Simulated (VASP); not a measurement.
# Zn3Rh (I4/mmm) in VASP: further runs

Zn3Rh is run at these levels: LDA; tasks: single point.

Program: VASP 6.6.1. These are calculated values, not measurements. Logs are shortened: lines on timing, memory, paths and dates and some standing lists are left out, and cuts for length are marked.

### 1 The cell of the first run

Symmetry: I4/mmm, No. 139, tetragonal system. Conventional cell: a = 3.607 Å, b = 3.607 Å, c = 7.909 Å, α = 90.00°, β = 90.00°, γ = 90.00°. Within 3.4 Å of Zn (site symmetry -4m2) lie 8 Zn at 2.55 to 2.68 Å and 4 Rh at 2.68 Å. Within 3.4 Å of Zn (site symmetry 4/mmm) lie 4 Rh at 2.55 Å and 8 Zn at 2.68 Å. Rh (site symmetry 4/mmm) has 12 Zn at 2.55 to 2.68 Å within 3.4 Å.

### 2 Single point, LDA

The input, INCAR:

```
PREC = Accurate ; ENCUT = 520
EDIFF = 1E-7 ; ISMEAR = 0
SIGMA = 0.1 ; LREAL = False
LASPH = True ; NELM = 100
ALGO = Normal ; ISIF = 2
LWAVE = False ; LCHARG = False
GGA = CA ; NBANDS = 34
```

The input, KPOINTS:

```
regular mesh
0
Gamma
  16 16 16
```

The input, POSCAR:

```
Zn3Rh
1.0
   -1.8036154115      1.8036154115      3.9543975263
    1.8036154115     -1.8036154115      3.9543975263
    1.8036154115      1.8036154115     -3.9543975263
Zn Rh
3 1
Direct
    0.7500000000      0.2500000000      0.5000000000
    0.2500000000      0.7500000000      0.5000000000
    0.5000000000      0.5000000000      0.0000000000
    0.0000000000      0.0000000000      0.0000000000
```

Potentials or basis: VASP PAW LDA potentials, release 64 (Zn, Rh_pv).

The run is started by

```
$ cat potpaw_LDA.64/Zn/POTCAR potpaw_LDA.64/Rh_pv/POTCAR > POTCAR
$ mpirun -np 1 vasp_std > vasp.out
```

OUTCAR:

```text
PREC = Accurate
   ENCUT = 520
   EDIFF = 1E-7
   ISMEAR = 0
   LREAL = False
   LASPH = True
   NELM = 100
   ISIF = 2
   GGA = CA

 ion  position               nearest neighbor table
   1  0.750  0.250  0.500-   2 2.55   2 2.55   2 2.55   2 2.55   4 2.68   3 2.68   4 2.68   4 2.68
                             3 2.68   3 2.68   4 2.68   3 2.68
   2  0.250  0.750  0.500-   1 2.55   1 2.55   1 2.55   1 2.55   4 2.68   3 2.68   4 2.68   3 2.68
                             4 2.68   4 2.68   3 2.68   3 2.68
   3  0.500  0.500  0.000-   4 2.55   4 2.55   4 2.55   4 2.55   2 2.68   1 2.68   2 2.68   1 2.68
                             2 2.68   2 2.68   1 2.68   1 2.68
   4  0.000  0.000  0.000-   3 2.55   3 2.55   3 2.55   3 2.55   2 2.68   1 2.68   2 2.68   2 2.68
                             1 2.68   1 2.68   2 2.68   1 2.68

  LATTYP: Found a body centered tetragonal cell.
 ALAT       =     3.6072308230
 C/A-ratio  =     2.1924837751

  Lattice vectors:

 A1 = (  -1.8036154115,   1.8036154115,   3.9543975263)
 A2 = (   1.8036154115,  -1.8036154115,   3.9543975263)
 A3 = (   1.8036154115,   1.8036154115,  -3.9543975263)

Analysis of symmetry for initial positions (statically):
=====================================================================
 Subroutine PRICEL returns:
 Original cell was already a primitive cell.

 Routine SETGRP: Setting up the symmetry group for a
 body centered tetragonal supercell.

 Subroutine GETGRP returns: Found 16 space group operations
 (whereof 16 operations were pure point group operations)
 out of a pool of 16 trial point group operations.

The static configuration has the point symmetry D_4h.

Analysis of symmetry for dynamics (positions and initial velocities):
=====================================================================
 Subroutine PRICEL returns:
 Original cell was already a primitive cell.

 Routine SETGRP: Setting up the symmetry group for a
 body centered tetragonal supercell.

 Subroutine GETGRP returns: Found 16 space group operations
 (whereof 16 operations were pure point group operations)
 out of a pool of 16 trial point group operations.

The dynamic configuration has the point symmetry D_4h.

 Subroutine INISYM returns: Found 16 space group operations
 (whereof 16 operations are pure point group operations),
 and found     1 'primitive' translations

----------------------------------------------------------------------------------------

                                     Primitive cell

  volume of cell :      51.4551

  direct lattice vectors                    reciprocal lattice vectors
    -1.803615412  1.803615412  3.954397526     0.000000000  0.277220962  0.126441511
     1.803615412 -1.803615412  3.954397526     0.277220962  0.000000000  0.126441511
     1.803615412  1.803615412 -3.954397526     0.277220962  0.277220962  0.000000000

  length of vectors
     4.705668592  4.705668592  4.705668592     0.304694794  0.304694794  0.392049645

  position of ions in fractional coordinates (direct lattice)
     0.750000000  0.250000000  0.500000000
     0.250000000  0.750000000  0.500000000
     0.500000000  0.500000000  0.000000000
     0.000000000  0.000000000  0.000000000

  ion indices of the primitive-cell ions
   primitive index   ion index
                 1           1
                 2           2
                 3           3
                 4           4

----------------------------------------------------------------------------------------

 KPOINTS: regular mesh

Automatic generation of k-mesh.
 Grid dimensions read from file:
 generate k-points for:   16   16   16

 Generating k-lattice:

  Cartesian coordinates                     Fractional coordinates (reciprocal lattice)
     0.000000000  0.017326310  0.007902594     0.062500000 -0.000000000  0.000000000
     0.017326310  0.000000000  0.007902594    -0.000000000  0.062500000  0.000000000
     0.017326310  0.017326310  0.000000000     0.000000000  0.000000000  0.062500000

  Length of vectors
     0.019043425  0.019043425  0.024503103

  Shift w.r.t. Gamma in fractional coordinates (k-lattice)
     0.000000000  0.000000000  0.000000000

 Subroutine IBZKPT returns following result:
 ===========================================

 Found    349 irreducible k-points:

 Following reciprocal coordinates:
            Coordinates               Weight
  0.000000  0.000000  0.000000      1.000000
  0.062500  0.000000  0.000000      8.000000
  0.125000  0.000000  0.000000      8.000000
  0.187500 -0.000000  0.000000      8.000000
  0.250000  0.000000  0.000000      8.000000
  0.312500 -0.000000  0.000000      8.000000
[... 16 lines left out ...]
 -0.125000  0.062500  0.000000     16.000000
 -0.062500  0.062500  0.000000      4.000000
 [... further k-points ...]
   k-points           NKPTS =    349   k-points in BZ     NKDIM =    349   number of bands    NBANDS=     34
   number of dos      NEDOS =    301   number of ions     NIONS =      4
   total plane-waves  NPLWV =  46656
   dimension x,y,z NGX =    36 NGY =   36 NGZ =   36
   dimension x,y,z NGXF=    72 NGYF=   72 NGZF=   72
   ions per type =               3   1
   NGX,Y,Z   is equivalent  to a cutoff of  12.72, 12.72, 12.72 a.u.
   NGXF,Y,Z  is equivalent  to a cutoff of  25.44, 25.44, 25.44 a.u.
 SYSTEM =  unknown system
   PREC   = accura    normal or accurate (medium, high low for compatibility)
   ISTART =      0    job   : 0-new  1-cont  2-samecut
   ICHARG =      2    charge: 1-file 2-atom 10-const
   ISPIN  =      1    spin polarized calculation?
   LNONCOLLINEAR =      F non collinear calculations
   LSORBIT =      F    spin-orbit coupling
   LASPH  =      T    aspherical Exc in radial PAW
   ENCUT  =  520.0 eV  38.22 Ry    6.18 a.u.   8.75  8.75  8.75*2*pi/ulx,y,z
   NELM   =    100;   NELMIN=  2; NELMDL= -5     # of ELM steps
   EDIFF  = 0.1E-06   stopping-criterion for ELM
   LREAL  =      F    real-space projection
   EDIFFG = 0.1E-05   stopping-criterion for IOM
   NSW    =      0    number of steps for IOM
   IBRION =     -1    ionic relax: 0-MD 1-quasi-New 2-CG
   NFREE  =      0    steps in history (QN), initial steepest desc. (CG)
   ISIF   =      2    stress and relaxation
   ISYM   =      2    0-nonsym 1-usesym 2-fastsym
   POTIM  = 0.5000    time-step for ionic-motion
   TEBEG  =    0.0;   TEEND  =   0.0 temperature during run
   PSTRESS=    0.0 pullay stress
   NELECT =      51.0000    total number of electrons
   NUPDOWN=      -1.0000    fix difference up-down
   EMIN   =  10.00;   EMAX   =-10.00  energy-range for DOS
   EFERMI =   0.00;   METHOD = LEGACY
   ISMEAR =     0;   SIGMA  =   0.10  broadening in eV -4-tet -1-fermi 0-gaus
   EFERMI_NEDOS =   21; number of points for ismear=-14 and -15
   IALGO  =     38    algorithm
   IMIX   =      4    mixing-type and parameters
     AMIX     =   0.40;   BMIX     =  1.00
     AMIX_MAG =   1.60;   BMIX_MAG =  1.00
  volume/ion in A,a.u.               =      12.86        86.81
  Fermi-wavevector in a.u.,A,eV,Ry     =   1.632258  3.084521 36.249545  2.664266
  Thomas-Fermi vector in A             =   2.724258
   LORBIT       =      0    0 simple, 1 ext, 2 COOP (PROOUT), +10 PAW based schemes
   GGA     = CA    functional components
   LHFCALC =     F    Hartree Fock is set to
   AEXX    =    0.0000 exact exchange contribution
   IVDW    =     0    specifies the selected vdW correction
   LEPSILON=     F    determine dielectric tensor
   LRPA    =     F    only Hartree local field effects (RPA)
 non-spin polarized calculation
 Gauss-broadening in eV      SIGMA  =   0.10
  energy-cutoff  :      520.00
  volume of cell :       51.46
 maximum number of plane-waves:      1406
   NGX = 17   NGY = 17   NGZ = 17

 number of electron      51.0000003 magnetization

 Free energy of the ion-electron system (eV)
  ---------------------------------------------------
  ext. energy  EPLUGINS =         0.00000000
  ---------------------------------------------------
  free energy    TOTEN  =       -15.66564388 eV

  energy without entropy =      -15.65894114  energy(sigma->0) =      -15.66229251

 E-fermi :   5.7342     XC(G=0): -13.3055

 val. band max:        5.7330665246   @ k =  -0.2500  -0.3750   0.1250
 cond. band min:       5.7369327494   @ k =  -0.2500  -0.4375   0.2500
 fundamental gap:      0.0038662248
 Fermi energy:         5.7341874586

 k-point     1 :       0.0000    0.0000    0.0000
  band No.  band energies     occupation
      1     -40.0112      2.00000
      2     -40.0073      2.00000
      3     -40.0073      2.00000
      4      -4.8182      2.00000
      5      -2.5867      2.00000
      6      -2.5369      2.00000
[... 26 lines left out ...]
     33      14.7741      0.00000
     34      15.0829      0.00000

 k-point     2 :       0.0625    0.0000    0.0000
  band No.  band energies     occupation
      1     -40.0111      2.00000
      2     -40.0080      2.00000
      3     -40.0073      2.00000
      4      -4.7591      2.00000
      5      -2.5674      2.00000
      6      -2.5233      2.00000
[... 26 lines left out ...]
     33      14.9039      0.00000
     34      15.3777      0.00000

 k-point     3 :       0.1250    0.0000    0.0000
  band No.  band energies     occupation
      1     -40.0111      2.00000
      2     -40.0099      2.00000
      3     -40.0073      2.00000
      4      -4.5834      2.00000
      5      -2.5112      2.00000
      6      -2.4830      2.00000
[... 26 lines left out ...]
     33      14.8698      0.00000
     34      16.4426      0.00000

 k-point     4 :       0.1875   -0.0000    0.0000
  band No.  band energies     occupation
      1     -40.0127      2.00000
      2     -40.0110      2.00000
      3     -40.0072      2.00000
      4      -4.2968      2.00000
      5      -2.4245      2.00000
      6      -2.4172      2.00000
[... 26 lines left out ...]
     33      15.6039      0.00000
     34      16.3541      0.00000

 k-point     5 :       0.2500    0.0000    0.0000
  band No.  band energies     occupation
      1     -40.0161      2.00000
      2     -40.0109      2.00000
      3     -40.0072      2.00000
      4      -3.9112      2.00000
      5      -2.3284      2.00000
      6      -2.3227      2.00000
[... 621 lines left out ...]
 k-point    22 :      -0.1875    0.0625   -0.0000
  band No.  band energies     occupation
      1     -40.0127      2.00000
      2     -40.0109      2.00000
      3     -40.0078      2.00000
      4      -4.2986      2.00000
      5      -2.4499      2.00000
      6      -2.3820      2.00000
[... 26 lines left out ...]
     33      15.6554      0.00000
     34      15.6976      0.00000

 k-point    23 :      -0.1250    0.0625    0.0000
  band No.  band energies     occupation
      1     -40.0110      2.00000
      2     -40.0099      2.00000
      3     -40.0079      2.00000
      4      -4.5652      2.00000
      5      -2.5155      2.00000
      6      -2.4608      2.00000
[... 26 lines left out ...]
     33      15.2107      0.00000
     34      16.3201      0.00000

 k-point    24 :      -0.0625    0.0625    0.0000
  band No.  band energies     occupation
      1     -40.0111      2.00000
      2     -40.0080      2.00000
      3     -40.0079      2.00000
      4      -4.7203      2.00000
      5      -2.5559      2.00000
      6      -2.5089      2.00000
[... 26 lines left out ...]
     33      15.3164      0.00000
     34      15.3515      0.00000

 [... further k-points ...]
[... 5 lines left out ...]
  --------------------------------------------------------------------------------------
  -------------------------------------------------------------------------------------
  Total        0.3517961      0.3517961      0.3291603      0.0000000     -0.0000000      0.0000000
  in kB       10.9540159     10.9540159     10.2491960      0.0000000     -0.0000000      0.0000000
  external PRESSURE =      10.7190759 kB  Pullay stress =       0.0000000 kB

 VOLUME and BASIS-vectors are now :
 -----------------------------------------------------------------------------
  energy-cutoff  :      520.00
  volume of cell :       51.46
      direct lattice vectors                 reciprocal lattice vectors
    -1.803615412  1.803615412  3.954397526     0.000000000  0.277220962  0.126441511
     1.803615412 -1.803615412  3.954397526     0.277220962  0.000000000  0.126441511
     1.803615412  1.803615412 -3.954397526     0.277220962  0.277220962  0.000000000

 POSITION                                       TOTAL-FORCE (eV/Angst)
 -----------------------------------------------------------------------------------
      0.00000      1.80362      1.97720         0.000000     -0.000000     -0.000000
      1.80362      0.00000      1.97720        -0.000000      0.000000      0.000000
      0.00000      0.00000      3.95440        -0.000000     -0.000000     -0.000000
      0.00000      0.00000      0.00000        -0.000000     -0.000000     -0.000000
 -----------------------------------------------------------------------------------
    total drift:                               -0.000000      0.000000      0.000000

  FREE ENERGIE OF THE ION-ELECTRON SYSTEM (eV)
  ---------------------------------------------------
  free  energy   TOTEN  =       -15.6656438765 eV

  energy  without entropy=      -15.6589411448  energy(sigma->0) =      -15.66229251
```

Run time: 9.3 min. Hardware: 1 thread of Intel Xeon Platinum 8488C (Sapphire Rapids), shared host; peak memory 0.56 GiB.

Results:

| Quantity | Value |
| --- | --- |
| Free energy | -15.6656 eV |
| Pressure | 1.1 GPa |

### 3 Single point, LDA

This run uses another cell than the first one, of 13.52 Å³/atom, 1.051 times its volume.

The input, INCAR:

```
SYSTEM = Zn3Rh
PREC = Accurate
ENCUT = 520
EDIFF = 1E-6
ISMEAR = 0
SIGMA = 0.1
LREAL = .FALSE.
LASPH = .TRUE.
NELM = 100
ALGO = Normal
ISIF = 2
LWAVE = .FALSE.
LCHARG = .TRUE.
GGA = CA
LELF = .TRUE.
LVHAR = .TRUE.
NBANDS = 34
```

The input, KPOINTS:

```
regular mesh
0
G
  8 8 8
  0 0 0
```

The input, POSCAR:

```
Zn3Rh
1.0
   -1.8336455200      1.8336455200      4.0204518800
    1.8336455200     -1.8336455200      4.0204518800
    1.8336455200      1.8336455200     -4.0204518800
Zn Rh
3 1
Direct
    0.7500000000      0.2500000000      0.5000000000
    0.2500000000      0.7500000000      0.5000000000
    0.5000000000      0.5000000000      0.0000000000
    0.0000000000      0.0000000000      0.0000000000
```

Potentials or basis: VASP PAW LDA potentials, release 64 (Zn, Rh_pv).

The run is started by

```
$ cat potpaw_LDA.64/Zn/POTCAR potpaw_LDA.64/Rh_pv/POTCAR > POTCAR
$ mpirun -np 1 vasp_std > vasp.out
```

Run time: 85 s. Hardware: 1 thread of Intel Xeon Platinum 8488C (Sapphire Rapids), shared host; peak memory 0.23 GiB.

The run converged. Its results:

| Property | Result |
| --- | --- |
| Free energy | -15.6312 eV |
| Pressure | -6.4 GPa |

Stress tensor (GPa, compression positive):
```
-6.56  0.00  0.00
 0.00 -6.56  0.00
 0.00  0.00 -6.18
```

Levels at points of the mesh, in eV from the Fermi level:
```tsv
k point	band 23	band 24	band 25	band 26	band 27	band 28	band 29	band 30
(0.00, 0.00, 0.00)	-2.24	-1.08	-0.95	4.22	4.61	4.61	4.71	4.79
(0.50, 0.00, 0.00)	-1.88	-1.62	-0.82	-0.77	2.13	5.61	6.41	6.53
(0.50, 0.50, 0.00)	-2.31	-2.19	-1.54	-0.97	0.34	2.43	3.16	6.45
(0.50, 0.50, 0.50)	-1.37	-1.37	-1.10	0.65	0.65	5.91	6.20	8.89
```
